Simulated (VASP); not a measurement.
Wanted: the native input for a VASP 6.6.1 run.

- Task: single point
- Functional: LDA
- Potentials or basis: VASP PAW LDA potentials, release 64 (B, As_d)
- Cutoff: 600 eV
- k mesh: 10 × 10 × 10
- Occupations: gaussian, width 0.05 eV
- Spin: no spin polarisation
- Dipole correction: no
- Further INCAR settings: ALGO = Normal; EDIFF = 1e-06; NBANDS = 16

The structure of BAs lies in POSCAR:

```
BAs
1.0
    0.0000000000      2.2929600000      2.3885000000
    2.2929600000      0.0000000000      2.3885000000
    2.2929600000      2.2929600000      0.0000000000
B As
1 1
Direct
    0.0000000000      0.0000000000      0.0000000000
    0.7500000000      0.7500000000      0.7500000000
```

This cell differs from its parent crystal: strain -0.040 along x and y, +0.000 along z.

One way to write it, as run:

INCAR

```
  PREC = Accurate
  ENCUT = 600
  EDIFF = 1E-6
  ISMEAR = 0
  SIGMA = 0.05
  LREAL = False
  LASPH = True
  NELM = 120
  ALGO = Normal
  ISIF = 2
  LWAVE = False
  LCHARG = False
  GGA = CA
  NBANDS = 16
  GGA_COMPAT = False
```

KPOINTS

```
Automatic mesh
0
Gamma
  10 10 10
```

Potentials or basis: VASP PAW LDA potentials, release 64 (B, As_d).

Command:

```console
$ cat potpaw_LDA.64/B/POTCAR potpaw_LDA.64/As_d/POTCAR > POTCAR
$ mpirun -np 1 vasp_std > vasp.out
```

It gave:

```
Pressure               : 9.8 GPa
Band gap on the k mesh : 0.73 eV (least direct gap 3.14 eV)
```

Caveat: the cell differs from its parent crystal (strain -0.040 along x and y, +0.000 along z); the stress differs along the axes, from 3 to 13 GPa; semilocal functionals underestimate gaps, and a narrow one can read as zero.

Wall time 19 s on 1 thread of Intel(R) Xeon(R) 6975P-C (Granite Rapids), with other jobs on the host, peak memory 0.17 GiB.
